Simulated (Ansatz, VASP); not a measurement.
Gd: VASP beside Ansatz

File INCAR:

```
  PREC = Accurate
  ENCUT = 520
  EDIFF = 1E-6
  ISMEAR = -1
  SIGMA = 0.05
  LREAL = False
  LASPH = True
  NELM = 150
  ALGO = Normal
  ISIF = 2
  LWAVE = False
  LCHARG = True
  ISPIN = 2
  MAGMOM = 7.151 -7.151
  LORBIT = 11
  LMAXMIX = 6
  GGA = CA
  LELF = True
  LVHAR = True
  NBANDS = 29
```

KPOINTS

```
Automatic mesh
0
Gamma
  14 14 8
```

The input POSCAR:

```
Gd
1.0
    3.3859119013      0.0000000000      0.0000000000
   -1.6929559507      2.9322857215      0.0000000000
    0.0000000000      0.0000000000      5.3627991391
Gd
2
Direct
    0.3333333333      0.6666666667      0.2500000000
    0.6666666667      0.3333333333      0.7500000000
```

Input for Ansatz:

```yaml
crystal:
  lattice:
    - [3.3859119013, 0.0, 0.0]
    - [-1.6929559507, 2.9322857215, 0.0]
    - [0.0, 0.0, 5.3627991391]
  atoms:
    - { symbol: Gd, position: [0.3333333333, 0.6666666667, 0.25], spin: 7.151 }
    - { symbol: Gd, position: [0.6666666667, 0.3333333333, 0.75], spin: -7.151 }
hamiltonian:
  xc: lda
  pseudopotentials:
    kind: paw
    azcp:
      Gd: "pseudopotentials/Gd.paw.azcp"
basis:
  ecutwfc: 420
  fft_grid_basis: typed
kpoints:
  mp_grid: { grid: [14, 14, 8], shift: [0, 0, 0] }
magnetization:
  spin_polarized: true
scf:
  occupations: { method: fermi_dirac, width: 0.05 }
output:
  stress: true
```

Alike in both runs: task single point; functional LDA; k mesh 14 × 14 × 8; occupations fermi-dirac, width 0.05 eV; collinear spin.

|  | VASP | Ansatz |
| --- | --- | --- |
| version | VASP 6.6.1 | Ansatz 0.2.0 |
| potentials or method | VASP PAW PBE potentials, release 64 (Gd), cutoff 520 eV | plane waves (420 eV) with PAW, scalar-relativistic |
| valence electrons in the cell | 36 | 36 |

```csv
,VASP,Ansatz,Ansatz less VASP
pressure (GPa),4.2,3.9,-0.23
"traceless stress, the component that is largest in VASP (GPa)",-0.12,0.02,+0.140
net moment per atom (μB),0.00,0.00,0.000
size of the moment on the site where the two differ most (μB),6.87,7.13,+0.258
```

VASP's potentials were made for PBE, not for LDA, and Ansatz warns of the same on its side. LDA's correlation is that of Perdew and Zunger in VASP and of Perdew and Wang (1992) in Ansatz. Site moments also hang on the region over which each program counts them.

Neither program's run includes spin-orbit coupling.
